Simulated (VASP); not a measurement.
# Al2O3 (R-3c) in VASP: a series of runs

Aim: see how the results for Al2O3 move with the level of theory and the settings. Levels: BLYP+D4, PBEsol+D3(BJ), RPBE. Tasks: single point, relaxation of cell and atoms.

All numbers are computed with VASP 6.6.1; they aren't measurements. Logs are shortened: lines on timing, memory, paths and dates and some standing lists are left out, and cuts for length are marked.

**The experiment to reproduce.**

“Multi-petahertz electron interference in Cr:Al2O3 solid-state material”, 2018, pmc:5906618 quotes, for a bulk crystal of Al2O3: band gap 8.7 eV (optical).

The results are compared with them further down.

### Step 1. The cell of the first run

It takes space group R-3c (No. 167, trigonal). The conventional cell has a = 4.771 Å, b = 4.771 Å, c = 13.019 Å, α = 90.00°, β = 90.00°, γ = 120.00°. Within 2.5 Å of Al (site symmetry 3) lie 6 O at 1.86 to 1.98 Å. Within 2.9 Å of O (site symmetry 2) lie 4 Al at 1.86 to 1.98 Å and 12 O at 2.54 to 2.87 Å.

### Step 2. Single point, BLYP+D4

The input, INCAR:

```
SYSTEM = Al2O3
AGGAC = 1.0
AGGAX = 1.0
ALDAC = 0.0
ALDAX = 1.0
ALGO = Normal
EDIFF = 1E-7
ENCUT = 520
GGA = B5
ISIF = 2
ISMEAR = -1
IVDW = 13
LASPH = .True.
LCHARG = .False.
LREAL = .False.
LWAVE = .False.
NBANDS = 35
NELM = 80
PREC = Accurate
SIGMA = 0.05
VDW_A1 = 0.44488865
VDW_A2 = 4.0933009
VDW_S6 = 1.0
VDW_S8 = 2.34076671
```

The input, KPOINTS:

```
k-points
0
Gamma
  7 7 7
  0 0 0
```

The input, POSCAR:

```
Al2O3
1.0
    2.3853156525      1.3771626341      4.3396170831
   -2.3853156525      1.3771626341      4.3396170831
    0.0000000000     -2.7543252682      4.3396170831
Al O
4 6
Direct
    0.8523944167      0.8523944167      0.8523944167
    0.6476055833      0.6476055833      0.6476055833
    0.1476055833      0.1476055833      0.1476055833
    0.3523944167      0.3523944167      0.3523944167
    0.0570077931      0.7500000000      0.4429922069
    0.7500000000      0.4429922069      0.0570077931
    0.4429922069      0.0570077931      0.7500000000
    0.9429922069      0.2500000000      0.5570077931
    0.2500000000      0.5570077931      0.9429922069
    0.5570077931      0.9429922069      0.2500000000
```

Potentials or basis: VASP PAW PBE potentials, release 64 (Al, O).

On the command line:

```sh
cat potpaw_PBE.64/Al/POTCAR potpaw_PBE.64/O/POTCAR > POTCAR
mpirun -np 1 vasp_std > vasp.out
```

OUTCAR:

```text
SYSTEM = Al2O3
   EDIFF = 1E-7
   ENCUT = 520
   GGA = B5
   ISIF = 2
   ISMEAR = -1
   IVDW = 13
   LASPH = .True.
   LREAL = .False.
   NELM = 80
   PREC = Accurate

 ion  position               nearest neighbor table
   1  0.852  0.852  0.852-   9 1.86  10 1.86   8 1.86   7 1.98   6 1.98   5 1.98   2 2.67   3 2.80
                             3 2.80   3 2.80   2 3.22   2 3.22   2 3.22
   2  0.648  0.648  0.648-   8 1.86  10 1.86   9 1.86   7 1.98   5 1.98   6 1.98   1 2.67   4 2.80
                             4 2.80   4 2.80   1 3.22   1 3.22   1 3.22
   3  0.148  0.148  0.148-   6 1.86   7 1.86   5 1.86  10 1.98   9 1.98   8 1.98   4 2.67   1 2.80
                             1 2.80   1 2.80   4 3.22   4 3.22   4 3.22
   4  0.352  0.352  0.352-   5 1.86   7 1.86   6 1.86  10 1.98   8 1.98   9 1.98   3 2.67   2 2.80
                             2 2.80   2 2.80   3 3.22   3 3.22   3 3.22
   5  0.057  0.750  0.443-   4 1.86   3 1.86   2 1.98   1 1.98
   6  0.750  0.443  0.057-   3 1.86   4 1.86   1 1.98   2 1.98
   7  0.443  0.057  0.750-   3 1.86   4 1.86   1 1.98   2 1.98
   8  0.943  0.250  0.557-   2 1.86   1 1.86   4 1.98   3 1.98
   9  0.250  0.557  0.943-   1 1.86   2 1.86   3 1.98   4 1.98
  10  0.557  0.943  0.250-   1 1.86   2 1.86   3 1.98   4 1.98

  LATTYP: Found a trigonal (rhomboedric) cell.
 ALAT       =     5.1399011771
 COS(alpha) =     0.5692630053

  Lattice vectors:

 A1 = (   2.3853156525,   1.3771626341,   4.3396170831)
 A2 = (  -2.3853156525,   1.3771626341,   4.3396170831)
 A3 = (   0.0000000000,  -2.7543252682,   4.3396170831)

Analysis of symmetry for initial positions (statically):
=====================================================================
 Subroutine PRICEL returns:
 Original cell was already a primitive cell.

 Routine SETGRP: Setting up the symmetry group for a
 trigonal (rhombohedral) supercell.

 Subroutine GETGRP returns: Found 12 space group operations
 (whereof  6 operations were pure point group operations)
 out of a pool of 12 trial point group operations.

The static configuration has the point symmetry S_6 .
 The point group associated with its full space group is D_3d.

Analysis of symmetry for dynamics (positions and initial velocities):
=====================================================================
 Subroutine PRICEL returns:
 Original cell was already a primitive cell.

 Routine SETGRP: Setting up the symmetry group for a
 trigonal (rhombohedral) supercell.

 Subroutine GETGRP returns: Found 12 space group operations
 (whereof  6 operations were pure point group operations)
 out of a pool of 12 trial point group operations.

The dynamic configuration has the point symmetry S_6 .
 The point group associated with its full space group is D_3d.

 Subroutine INISYM returns: Found 12 space group operations
 (whereof  6 operations are pure point group operations),
 and found     1 'primitive' translations

----------------------------------------------------------------------------------------

                                     Primitive cell

  volume of cell :      85.5330

  direct lattice vectors                    reciprocal lattice vectors
     2.385315653  1.377162634  4.339617083     0.209615863  0.121021775  0.076811693
    -2.385315653  1.377162634  4.339617083    -0.209615863  0.121021775  0.076811693
     0.000000000 -2.754325268  4.339617083     0.000000000 -0.242043550  0.076811693

  length of vectors
     5.139901177  5.139901177  5.139901177     0.253939198  0.253939198  0.253939198

  position of ions in fractional coordinates (direct lattice)
     0.852394417  0.852394417  0.852394417
     0.647605583  0.647605583  0.647605583
     0.147605583  0.147605583  0.147605583
     0.352394417  0.352394417  0.352394417
     0.057007793  0.750000000  0.442992207
     0.750000000  0.442992207  0.057007793
     0.442992207  0.057007793  0.750000000
     0.942992207  0.250000000  0.557007793
     0.250000000  0.557007793  0.942992207
     0.557007793  0.942992207  0.250000000

  ion indices of the primitive-cell ions
   primitive index   ion index
                 1           1
                 2           2
                 3           3
                 4           4
                 5           5
                 6           6
                 7           7
                 8           8
                 9           9
                10          10

----------------------------------------------------------------------------------------

 KPOINTS: k-points

Automatic generation of k-mesh.
 Grid dimensions read from file:
 generate k-points for:    7    7    7

 Generating k-lattice:

  Cartesian coordinates                     Fractional coordinates (reciprocal lattice)
     0.029945123  0.017288825  0.010973099     0.142857143  0.000000000 -0.000000000
    -0.029945123  0.017288825  0.010973099     0.000000000  0.142857143 -0.000000000
     0.000000000 -0.034577650  0.010973099    -0.000000000 -0.000000000  0.142857143

  Length of vectors
     0.036277028  0.036277028  0.036277028

  Shift w.r.t. Gamma in fractional coordinates (k-lattice)
     0.000000000  0.000000000  0.000000000

 Subroutine IBZKPT returns following result:
 ===========================================

 Found     44 irreducible k-points:

 Following reciprocal coordinates:
            Coordinates               Weight
  0.000000  0.000000  0.000000      1.000000
  0.142857 -0.000000  0.000000      6.000000
  0.285714  0.000000  0.000000      6.000000
  0.428571 -0.000000  0.000000      6.000000
  0.142857  0.142857  0.000000      6.000000
  0.285714  0.142857  0.000000     12.000000
[... 16 lines left out ...]
  0.285714  0.285714  0.142857      6.000000
  0.428571  0.285714  0.142857     12.000000
 [... further k-points ...]
   k-points           NKPTS =     44   k-points in BZ     NKDIM =     44   number of bands    NBANDS=     35
   number of dos      NEDOS =    301   number of ions     NIONS =     10
   total plane-waves  NPLWV =  64000
   dimension x,y,z NGX =    40 NGY =   40 NGZ =   40
   dimension x,y,z NGXF=    80 NGYF=   80 NGZF=   80
   ions per type =               4   6
   NGX,Y,Z   is equivalent  to a cutoff of  12.94, 12.94, 12.94 a.u.
   NGXF,Y,Z  is equivalent  to a cutoff of  25.88, 25.88, 25.88 a.u.
 SYSTEM =  Al2O3
   PREC   = accura    normal or accurate (medium, high low for compatibility)
   ISTART =      0    job   : 0-new  1-cont  2-samecut
   ICHARG =      2    charge: 1-file 2-atom 10-const
   ISPIN  =      1    spin polarized calculation?
   LNONCOLLINEAR =      F non collinear calculations
   LSORBIT =      F    spin-orbit coupling
   LASPH  =      T    aspherical Exc in radial PAW
   ENCUT  =  520.0 eV  38.22 Ry    6.18 a.u.   9.56  9.56  9.56*2*pi/ulx,y,z
   NELM   =     80;   NELMIN=  2; NELMDL= -5     # of ELM steps
   EDIFF  = 0.1E-06   stopping-criterion for ELM
   LREAL  =      F    real-space projection
   EDIFFG = 0.1E-05   stopping-criterion for IOM
   NSW    =      0    number of steps for IOM
   IBRION =     -1    ionic relax: 0-MD 1-quasi-New 2-CG
   NFREE  =      0    steps in history (QN), initial steepest desc. (CG)
   ISIF   =      2    stress and relaxation
   ISYM   =      2    0-nonsym 1-usesym 2-fastsym
   POTIM  = 0.5000    time-step for ionic-motion
   TEBEG  =    0.0;   TEEND  =   0.0 temperature during run
   PSTRESS=    0.0 pullay stress
   NELECT =      48.0000    total number of electrons
   NUPDOWN=      -1.0000    fix difference up-down
   EMIN   =  10.00;   EMAX   =-10.00  energy-range for DOS
   EFERMI =   0.00;   METHOD = LEGACY
   ISMEAR =    -1;   SIGMA  =   0.05  broadening in eV -4-tet -1-fermi 0-gaus
   EFERMI_NEDOS =   21; number of points for ismear=-14 and -15
   IALGO  =     38    algorithm
   IMIX   =      4    mixing-type and parameters
     AMIX     =   0.40;   BMIX     =  1.00
     AMIX_MAG =   1.60;   BMIX_MAG =  1.00
  volume/ion in A,a.u.               =       8.55        57.72
  Fermi-wavevector in a.u.,A,eV,Ry     =   1.350343  2.551778 24.809208  1.823425
  Thomas-Fermi vector in A             =   2.477855
   LORBIT       =      0    0 simple, 1 ext, 2 COOP (PROOUT), +10 PAW based schemes
   GGA     = B5    functional components
   LHFCALC =     F    Hartree Fock is set to
   AEXX    =    0.0000 exact exchange contribution
   IVDW    =    13    specifies the selected vdW correction
   LEPSILON=     F    determine dielectric tensor
   LRPA    =     F    only Hartree local field effects (RPA)
 non-spin polarized calculation
  energy-cutoff  :      520.00
  volume of cell :       85.53
 maximum number of plane-waves:      2329
 NGX is ok and might be reduce to    40
   NGX = 19   NGY = 19   NGZ = 19

 number of electron      48.0000012 magnetization

 Free energy of the ion-electron system (eV)
  ---------------------------------------------------
  ext. energy  EPLUGINS =         0.00000000
  ---------------------------------------------------
  free energy    TOTEN  =       -71.20582837 eV

  energy without entropy =      -71.20582837  energy(sigma->0) =      -71.20582837

 E-fermi :   7.5119     XC(G=0): -11.1041

 val. band max:        6.4120063428   @ k =   0.0000   0.0000   0.0000
 cond. band min:      12.7996912643   @ k =   0.0000   0.0000   0.0000
 fundamental gap:      6.3876849215
 Fermi energy:         7.5118707880

 k-point     1 :       0.0000    0.0000    0.0000
  band No.  band energies     occupation
      1     -12.6615      2.00000
      2     -10.3701      2.00000
      3     -10.1037      2.00000
      4     -10.1037      2.00000
      5      -9.7995      2.00000
      6      -9.7995      2.00000
[... 27 lines left out ...]
     34      19.9005      0.00000
     35      21.2240      0.00000
[... 843 lines left out ...]
      5     -10.0093      2.00000
      6      -9.7440      2.00000
[... 27 lines left out ...]
     34      20.1276      0.00000
     35      20.4542      0.00000

 [... further k-points ...]

------------------------ aborting loop because EDIFF is reached ----------------------------------------

  DFT-D4 for vdW energy calculation

  Edisp (eV):   -5.17437

  FORCE on cell =-STRESS in cart. coord.  units (eV):
  Direction    XX          YY          ZZ          XY          YZ          ZX
  --------------------------------------------------------------------------------------
  -------------------------------------------------------------------------------------
  Total       0.33435     0.33435     0.21866     0.00000     0.00000     0.00000
  in kB       6.26292     6.26292     4.09592     0.00000     0.00000     0.00000
  external pressure =        5.54 kB  Pullay stress =        0.00 kB

 VOLUME and BASIS-vectors are now :
 -----------------------------------------------------------------------------
  energy-cutoff  :      520.00
  volume of cell :       85.53
      direct lattice vectors                 reciprocal lattice vectors
     2.385315653  1.377162634  4.339617083     0.209615863  0.121021775  0.076811693
    -2.385315653  1.377162634  4.339617083    -0.209615863  0.121021775  0.076811693
     0.000000000 -2.754325268  4.339617083     0.000000000 -0.242043550  0.076811693

 POSITION                                       TOTAL-FORCE (eV/Angst)
 -----------------------------------------------------------------------------------
      0.00000      0.00000     11.09720         0.000000     -0.000000     -0.014729
      0.00000      0.00000      8.43108         0.000000     -0.000000      0.014729
      0.00000      0.00000      1.92166         0.000000     -0.000000      0.014729
      0.00000      0.00000      4.58777         0.000000     -0.000000     -0.014729
     -1.65301     -0.10876      5.42452        -0.007916     -0.013711     -0.000000
      0.73231      1.48593      5.42452        -0.007916      0.013711     -0.000000
      0.92069     -1.37716      5.42452         0.015833     -0.000000     -0.000000
      1.65301      0.10876      7.59433         0.007916      0.013711     -0.000000
     -0.73231     -1.48593      7.59433         0.007916     -0.013711     -0.000000
     -0.92069      1.37716      7.59433        -0.015833     -0.000000     -0.000000
 -----------------------------------------------------------------------------------
    total drift:                               -0.000000      0.000000     -0.000000

  FREE ENERGIE OF THE ION-ELECTRON SYSTEM (eV)
  ---------------------------------------------------
  free  energy   TOTEN  =       -76.3801974303 eV

  energy  without entropy=      -76.3801974302  energy(sigma->0) =      -76.38019743
```

Wall time 1.9 min (1 thread of AMD EPYC 9R45 (Zen 5), shared host); peak memory 0.25 GiB.

Results:

```yaml
Free_energy: -76.3802 eV
Pressure: 0.6 GPa
Largest_force: 0.016 eV/Å
Band_gap_on_the_k_mesh: 6.39 eV
Dispersion_energy_per_atom: -0.517 eV
```

Forces on the atoms (eV/Å):
```
Al   0.000  0.000 -0.015
Al   0.000  0.000  0.015
Al   0.000  0.000  0.015
Al   0.000  0.000 -0.015
O   -0.008 -0.014  0.000
O   -0.008  0.014  0.000
O    0.016  0.000  0.000
O    0.008  0.014  0.000
O    0.008 -0.014  0.000
O   -0.016  0.000  0.000
```

Stress tensor (GPa, compression positive):
```
0.63 0.00 0.00
0.00 0.63 0.00
0.00 0.00 0.41
```

Caveat: the PAW data sets were made with another functional, which shifts forces and pressure a little.

(Continued in part 2 of 2.)
